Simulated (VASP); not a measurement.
Write the native input for VASP 6.6.1 that does the following.

```
Task                   : single point
Functional             : PBE
Potentials or basis    : VASP PAW PBE potentials, release 64 (K_sv, Cl)
Cutoff                 : 520 eV
k mesh                 : 8 × 8 × 8
Occupations            : fermi-dirac, width 0.02 eV
Spin                   : no spin polarisation
Dipole correction      : no
Further INCAR settings : ALGO = Normal; EDIFF = 1e-07; NBANDS = 15
```

The structure of KCl lies in POSCAR:

```
KCl
1.0
    0.0000000000      3.0093042049      3.0093042049
    3.0093042049      0.0000000000      3.0093042049
    3.0093042049      3.0093042049      0.0000000000
K Cl
1 1
Direct
    0.0000000000      0.0000000000      0.0000000000
    0.5000000000      0.5000000000      0.5000000000
```

This cell differs from its parent crystal: strain -4.3%.

The input as run:

INCAR

```
SYSTEM = KCl
PREC     = Accurate       ! precision mode
ENCUT    = 520            ! plane-wave cutoff, eV
EDIFF    = 1E-7           ! SCF threshold, eV
ISMEAR   = -1             ! smearing method
SIGMA    = 0.02           ! smearing width, eV
LREAL    = .FALSE.        ! projectors in reciprocal space
LASPH    = .TRUE.         ! aspherical terms in the spheres
NELM     = 100            ! most SCF steps
ALGO     = Normal         ! electronic algorithm
ISIF     = 2              ! what is computed and relaxed
LWAVE    = .FALSE.        ! write WAVECAR
LCHARG   = .TRUE.         ! write CHGCAR
GGA      = PE             ! functional
LELF     = .TRUE.         ! ELF
LVHAR    = .TRUE.       
NBANDS   = 15             ! bands
```

KPOINTS

```
Automatic mesh
0
G
  8 8 8
  0 0 0
```

Potentials or basis: VASP PAW PBE potentials, release 64 (K_sv, Cl).

Run with:

```console
$ cat potpaw_PBE.64/K_sv/POTCAR potpaw_PBE.64/Cl/POTCAR > POTCAR
$ mpirun -np 1 vasp_std > vasp.out
```

It gave:

The pressure is 4.4 GPa and the band gap on the k mesh is 5.69 eV.

Caveat: the cell differs from its parent crystal (strain -4.3%); the cell stands under pressure.

It took 14 s on 1 thread of Intel(R) Xeon(R) Platinum 8375C CPU @ 2.90GHz (Ice Lake), with other jobs on the host, peak memory 0.18 GiB.
